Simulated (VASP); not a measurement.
# C19O in VASP: single point with PBE

Aim: the single point of C19O with PBE.

Program: VASP 6.6.1. These are calculated values, not measurements. Logs are shortened: lines on timing, memory, paths and dates and some standing lists are left out, and cuts for length are marked.

## 1. The cell of the first run

The cell holds a slab with vacuum, 20 atoms: a = 7.398 Å, b = 7.398 Å, c = 12.000 Å, α = 90.00°, β = 90.00°, γ = 120.00°.

## 2. Single point, PBE

INCAR reads:

```
SYSTEM = C19O
  ALGO = Normal
  EDIFF = 1E-6
  ENCUT = 1000
  GGA = PE
  GGA_COMPAT = .False.
  ISIF = 2
  ISMEAR = 0
  LASPH = .True.
  LCHARG = .True.
  LELF = .True.
  LREAL = Auto
  LVHAR = .True.
  LWAVE = .False.
  NBANDS = 57
  NELM = 120
  NELMDL = -8
  PREC = Accurate
  SIGMA = 0.02
```

KPOINTS reads:

```
k-points
0
Gamma
  2 2 1
  0 0 0
```

POSCAR reads:

```
C19O
1.0
    7.3980000000      0.0000000000      0.0000000000
   -3.6990000000      6.4068560000      0.0000000000
    0.0000000000      0.0000000000     12.0000000000
C O
19 1
Direct
    0.0237762706      0.0236804136      0.0656474167
    0.2472468654      0.1354420952      0.0656860000
    0.0237071551      0.3589358025      0.0635480833
    0.2473225084      0.4707820809      0.0651069167
    0.0257406895      0.6924697543      0.0646262500
    0.2452011107      0.8021535056      0.0657642500
    0.3569914610      0.0256679719      0.0662049167
    0.5806357712      0.1374975495      0.0661651667
    0.3590794270      0.3590166534      0.0657675000
    0.5786177592      0.4688273000      0.0660566667
    0.3570758645      0.6903512425      0.0662632500
    0.5805886314      0.8021088659      0.0669482500
    0.6924145047      0.0257046514      0.0663625833
    0.9119836832      0.1354904808      0.0651460000
    0.6903955464      0.3570344019      0.0652548333
    0.9139360519      0.4688126282      0.0637799167
    0.6903859346      0.6923517557      0.0664516667
    0.9140170626      0.8041449660      0.0657435000
   -0.0410397824      0.4740293835      0.3045610000
   -0.0118618359      0.3438110674      0.3319988333
```

Potentials or basis: VASP PAW PBE potentials, release 64 (C_h, O_h).

Started as:

```sh
$ cat potpaw_PBE.64/C_h/POTCAR potpaw_PBE.64/O_h/POTCAR > POTCAR
$ mpirun -np 1 vasp_std > vasp.out
```

OUTCAR:

```text
SYSTEM = C19O
   EDIFF = 1E-6
   ENCUT = 1000
   GGA = PE
   ISIF = 2
   ISMEAR = 0
   LASPH = .True.
   LREAL = Auto
   NELM = 120
   NELMDL = -8
   PREC = Accurate

 ion  position               nearest neighbor table
   1  0.024  0.024  0.066-  18 1.41   2 1.43  14 1.43
   2  0.247  0.135  0.066-   7 1.41   1 1.43   9 1.43
   3  0.024  0.359  0.064-  16 1.41  14 1.43   4 1.43
   4  0.247  0.471  0.065-  11 1.41   9 1.43   3 1.43
   5  0.026  0.692  0.065-   6 1.41  18 1.43  16 1.43
   6  0.245  0.802  0.066-   5 1.41   7 1.43  11 1.43
[... 10 lines left out ...]
  17  0.690  0.692  0.066-  12 1.41  10 1.43  18 1.43
  18  0.914  0.804  0.066-   1 1.41   5 1.43  17 1.43
  19  0.959  0.474  0.305-  20 1.14
  20  0.988  0.344  0.332-  19 1.14

  LATTYP: Found a hexagonal cell.
 ALAT       =     7.3980000000
 C/A-ratio  =     1.6220600162

  Lattice vectors:

 A1 = (   7.3980000000,   0.0000000000,   0.0000000000)
 A2 = (  -3.6990000000,   6.4068560000,   0.0000000000)
 A3 = (   0.0000000000,   0.0000000000,  12.0000000000)

Analysis of symmetry for initial positions (statically):
=====================================================================
 Subroutine PRICEL returns:
 Original cell was already a primitive cell.

 Routine SETGRP: Setting up the symmetry group for a
 hexagonal supercell.

 Subroutine GETGRP returns: Found  1 space group operations
 (whereof  1 operations were pure point group operations)
 out of a pool of 24 trial point group operations.

The static configuration has the point symmetry C_1 .

Analysis of symmetry for dynamics (positions and initial velocities):
=====================================================================
 Subroutine PRICEL returns:
 Original cell was already a primitive cell.

 Routine SETGRP: Setting up the symmetry group for a
 hexagonal supercell.

 Subroutine GETGRP returns: Found  1 space group operations
 (whereof  1 operations were pure point group operations)
 out of a pool of 24 trial point group operations.

The dynamic configuration has the point symmetry C_1 .

 Subroutine INISYM returns: Found  1 space group operations
 (whereof  1 operations are pure point group operations),
 and found     1 'primitive' translations

----------------------------------------------------------------------------------------

                                     Primitive cell

  volume of cell :     568.7750

  direct lattice vectors                    reciprocal lattice vectors
     7.398000000  0.000000000  0.000000000     0.135171668  0.078041398  0.000000000
    -3.699000000  6.406856000  0.000000000     0.000000000  0.156082796  0.000000000
     0.000000000  0.000000000 12.000000000     0.000000000  0.000000000  0.083333333

  length of vectors
     7.398000000  7.398000054 12.000000000     0.156082797  0.156082796  0.083333333

  position of ions in fractional coordinates (direct lattice)
     0.023776271  0.023680414  0.065647417
     0.247246865  0.135442095  0.065686000
     0.023707155  0.358935802  0.063548083
     0.247322508  0.470782081  0.065106917
     0.025740689  0.692469754  0.064626250
     0.245201111  0.802153506  0.065764250
[... 12 lines left out ...]
     0.958960218  0.474029384  0.304561000
     0.988138164  0.343811067  0.331998833

  ion indices of the primitive-cell ions
   primitive index   ion index
                 1           1
                 2           2
                 3           3
                 4           4
                 5           5
                 6           6
[... 12 lines left out ...]
                19          19
                20          20

----------------------------------------------------------------------------------------

 KPOINTS: k-points

Automatic generation of k-mesh.
 Grid dimensions read from file:
 generate k-points for:    2    2    1

 Generating k-lattice:

  Cartesian coordinates                     Fractional coordinates (reciprocal lattice)
     0.067585834  0.039020699  0.000000000     0.500000000  0.000000000  0.000000000
     0.000000000  0.078041398  0.000000000     0.000000000  0.500000000  0.000000000
     0.000000000  0.000000000  0.083333333     0.000000000  0.000000000  1.000000000

  Length of vectors
     0.078041399  0.078041398  0.083333333

  Shift w.r.t. Gamma in fractional coordinates (k-lattice)
     0.000000000  0.000000000  0.000000000

 Subroutine IBZKPT returns following result:
 ===========================================

 Found      4 irreducible k-points:

 Following reciprocal coordinates:
            Coordinates               Weight
  0.000000  0.000000  0.000000      1.000000
  0.500000  0.000000  0.000000      1.000000
  0.000000  0.500000  0.000000      1.000000
  0.500000  0.500000  0.000000      1.000000
   k-points           NKPTS =      4   k-points in BZ     NKDIM =      4   number of bands    NBANDS=     57
   number of dos      NEDOS =    301   number of ions     NIONS =     20
   total plane-waves  NPLWV = 806400
   dimension x,y,z NGX =    80 NGY =   80 NGZ =  126
   dimension x,y,z NGXF=   160 NGYF=  160 NGZF=  252
   ions per type =              19   1
   NGX,Y,Z   is equivalent  to a cutoff of  17.98, 17.98, 17.46 a.u.
   NGXF,Y,Z  is equivalent  to a cutoff of  35.95, 35.95, 34.91 a.u.
 SYSTEM =  C19O
   PREC   = accura    normal or accurate (medium, high low for compatibility)
   ISTART =      0    job   : 0-new  1-cont  2-samecut
   ICHARG =      2    charge: 1-file 2-atom 10-const
   ISPIN  =      1    spin polarized calculation?
   LNONCOLLINEAR =      F non collinear calculations
   LSORBIT =      F    spin-orbit coupling
   LASPH  =      T    aspherical Exc in radial PAW
   ENCUT  = 1000.0 eV  73.50 Ry    8.57 a.u.  19.08 19.08 30.94*2*pi/ulx,y,z
   NELM   =    120;   NELMIN=  2; NELMDL= -8     # of ELM steps
   EDIFF  = 0.1E-05   stopping-criterion for ELM
   LREAL  =      T    real-space projection
   EDIFFG = 0.1E-04   stopping-criterion for IOM
   NSW    =      0    number of steps for IOM
   IBRION =     -1    ionic relax: 0-MD 1-quasi-New 2-CG
   NFREE  =      0    steps in history (QN), initial steepest desc. (CG)
   ISIF   =      2    stress and relaxation
   ISYM   =      2    0-nonsym 1-usesym 2-fastsym
   POTIM  = 0.5000    time-step for ionic-motion
   TEBEG  =    0.0;   TEEND  =   0.0 temperature during run
   PSTRESS=    0.0 pullay stress
   NELECT =      82.0000    total number of electrons
   NUPDOWN=      -1.0000    fix difference up-down
   EMIN   =  10.00;   EMAX   =-10.00  energy-range for DOS
   EFERMI =   0.00;   METHOD = LEGACY
   ISMEAR =     0;   SIGMA  =   0.02  broadening in eV -4-tet -1-fermi 0-gaus
   EFERMI_NEDOS =   21; number of points for ismear=-14 and -15
   IALGO  =     38    algorithm
   IMIX   =      4    mixing-type and parameters
     AMIX     =   0.40;   BMIX     =  1.00
     AMIX_MAG =   1.60;   BMIX_MAG =  1.00
  volume/ion in A,a.u.               =      28.44       191.91
  Fermi-wavevector in a.u.,A,eV,Ry     =   0.858419  1.622176 10.025902  0.736883
  Thomas-Fermi vector in A             =   1.975621
   LORBIT       =      0    0 simple, 1 ext, 2 COOP (PROOUT), +10 PAW based schemes
   GGA     = PE    functional components
   LHFCALC =     F    Hartree Fock is set to
   AEXX    =    0.0000 exact exchange contribution
   IVDW    =     0    specifies the selected vdW correction
   LEPSILON=     F    determine dielectric tensor
   LRPA    =     F    only Hartree local field effects (RPA)
 non-spin polarized calculation
 Gauss-broadening in eV      SIGMA  =   0.02
  energy-cutoff  :     1000.00
  volume of cell :      568.78
 maximum number of plane-waves:     40810
 NGX is ok and might be reduce to    80
   NGX = 39   NGY = 39   NGZ = 61

 number of electron      82.0000000 magnetization

 Free energy of the ion-electron system (eV)
  ---------------------------------------------------
  ext. energy  EPLUGINS =         0.00000000
  ---------------------------------------------------
  free energy    TOTEN  =      -180.80172370 eV

  energy without entropy =     -180.80172370  energy(sigma->0) =     -180.80172370

 E-fermi :  -1.2725     XC(G=0):  -4.1778

 val. band max:       -1.3800498317   @ k =   0.0000   0.0000   0.0000
 cond. band min:      -1.1736689458   @ k =   0.0000   0.0000   0.0000
 fundamental gap:      0.2063808860
 Fermi energy:        -1.2725239090

 k-point     1 :       0.0000    0.0000    0.0000
  band No.  band energies     occupation
      1     -26.0580      2.00000
      2     -20.7989      2.00000
      3     -18.2652      2.00000
      4     -18.2589      2.00000
      5     -18.2534      2.00000
      6     -18.2515      2.00000
[... 45 lines left out ...]
     52       3.6898      0.00000
     53       3.7027      0.00000

 k-point     2 :       0.5000    0.0000    0.0000
  band No.  band energies     occupation
      1     -26.0579      2.00000
      2     -20.1460      2.00000
      3     -20.1443      2.00000
      4     -18.8966      2.00000
      5     -18.8094      2.00000
      6     -16.4091      2.00000
[... 45 lines left out ...]
     52       4.1670      0.00000
     53       4.3402      0.00000

 k-point     3 :       0.0000    0.5000    0.0000
  band No.  band energies     occupation
      1     -26.0580      2.00000
      2     -20.1496      2.00000
      3     -20.1407      2.00000
      4     -18.8960      2.00000
      5     -18.8101      2.00000
      6     -16.4098      2.00000
[... 45 lines left out ...]
     52       4.0713      0.00000
     53       4.4343      0.00000

 k-point     4 :       0.5000    0.5000    0.0000
  band No.  band energies     occupation
      1     -26.0580      2.00000
      2     -20.1501      2.00000
      3     -20.1402      2.00000
      4     -18.8934      2.00000
      5     -18.8129      2.00000
      6     -16.4053      2.00000
[... 45 lines left out ...]
     52       4.0153      0.00000
     53       4.4341      0.00000
 [bands above 53 left out]

------------------------ aborting loop because EDIFF is reached ----------------------------------------

  FORCE on cell =-STRESS in cart. coord.  units (eV):
  Direction    XX          YY          ZZ          XY          YZ          ZX
  --------------------------------------------------------------------------------------
  -------------------------------------------------------------------------------------
  Total        0.7363894      0.7362358      0.9347199     -0.0703722     -0.0353082     -0.0094737
  in kB        2.0743288      2.0738960      2.6330040     -0.1982307     -0.0994594     -0.0266864
  external PRESSURE =       2.2604096 kB  Pullay stress =       0.0000000 kB

 VOLUME and BASIS-vectors are now :
 -----------------------------------------------------------------------------
  energy-cutoff  :     1000.00
  volume of cell :      568.78
      direct lattice vectors                 reciprocal lattice vectors
     7.398000000  0.000000000  0.000000000     0.135171668  0.078041398  0.000000000
    -3.699000000  6.406856000  0.000000000     0.000000000  0.156082796  0.000000000
     0.000000000  0.000000000 12.000000000     0.000000000  0.000000000  0.083333333

 POSITION                                       TOTAL-FORCE (eV/Angst)
 -----------------------------------------------------------------------------------
      0.08830      0.15172      0.78777         0.008703      0.001002     -0.005451
      1.32813      0.86776      0.78823        -0.003198     -0.007151      0.002010
     -1.15232      2.29965      0.76258        -0.007815      0.000347     -0.022667
      0.08827      3.01623      0.78128         0.004098      0.002341     -0.020504
     -2.37102      4.43655      0.77552        -0.000773     -0.000184     -0.026539
     -1.15317      5.13928      0.78917        -0.001833      0.002882     -0.017338
[... 12 lines left out ...]
      5.34095      3.03704      3.65473        -0.058743      0.061618      0.252032
      6.03849      2.20275      3.98399         0.049570     -0.066518      0.096558
 -----------------------------------------------------------------------------------
    total drift:                               -0.000441     -0.000695     -0.003475

  FREE ENERGIE OF THE ION-ELECTRON SYSTEM (eV)
  ---------------------------------------------------
  free  energy   TOTEN  =      -180.8017237019 eV

  energy  without entropy=     -180.8017237019  energy(sigma->0) =     -180.80172370
```

Run time: 13 min. Hardware: 1 thread of Intel Xeon Platinum 8488C (Sapphire Rapids), shared host; peak memory 1.5 GiB.

What came out:

| Quantity | Value |
| --- | --- |
| Free energy | -180.8017 eV |
| Largest force | 0.266 eV/Å |
| Band gap on the k mesh | 0.21 eV |

Forces in eV/Å, atoms in the order of the input:
```
C    0.009  0.001 -0.005
C   -0.003 -0.007  0.002
C   -0.008  0.000 -0.023
C    0.004  0.002 -0.021
C   -0.001  0.000 -0.027
C   -0.002  0.003 -0.017
C   -0.002 -0.006 -0.003
C    0.010 -0.002 -0.017
C   -0.004  0.007 -0.005
C   -0.001  0.009 -0.017
C    0.004 -0.002 -0.026
C   -0.003 -0.007 -0.023
C   -0.004  0.008 -0.025
C   -0.004  0.007 -0.020
C    0.011  0.004 -0.026
C   -0.001 -0.003 -0.055
C    0.000 -0.008 -0.024
C    0.006 -0.001 -0.018
C   -0.059  0.062  0.252
O    0.050 -0.067  0.097
```

Caveat: the k points lie up to 0.49 Å⁻¹ apart; there is no dipole correction, which matters where the two faces differ.
